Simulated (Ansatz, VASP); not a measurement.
## Two plane-wave programs on Si4B

```
Si B
1.0
     0.00000    4.32163    4.32163
     4.32163    0.00000    4.32163
     4.32163    4.32163    0.00000
Si B
8 2
Direct
  0.85314 0.85314 0.85314
  0.85314 0.85314 0.44059
  0.85314 0.44059 0.85314
  0.44059 0.85314 0.85314
  0.14677 0.14677 0.14677
  0.14677 0.14677 0.55968
  0.14677 0.55968 0.14677
  0.55968 0.14677 0.14677
  0.50000 0.50000 0.50000
  0.00000 0.00000 0.00000
```

Alike in both runs: functional PBE; k mesh 3 × 3 × 3; occupations gaussian, width 0.2 eV; no spin polarisation.

Ansatz relaxed the structure, and its values are those at the end. VASP's run is a single point on that final structure, the one shown.

```csv
,VASP,Ansatz
version,VASP 6.6.1,Ansatz 0.2.0
potentials or method,"VASP PAW PBE potentials, release 64 (Si, B), cutoff 500 eV","scalar-relativistic, plane waves, PAW"
valence electrons in the cell,38,38
```

|  | VASP | Ansatz | Ansatz less VASP |
| --- | --- | --- | --- |
| gap on the k mesh at the Fermi level (eV) | none | none | - |
| pressure (GPa) | 0.3 | 0.3 | +0.05 |
| rms of the force components (eV/Å) | 0.011 | 0.011 | -0.0003 |

A gap of «none» marks a metal or a gap that the smearing closes.

The k mesh is coarse, so the values compare programs but aren't converged.
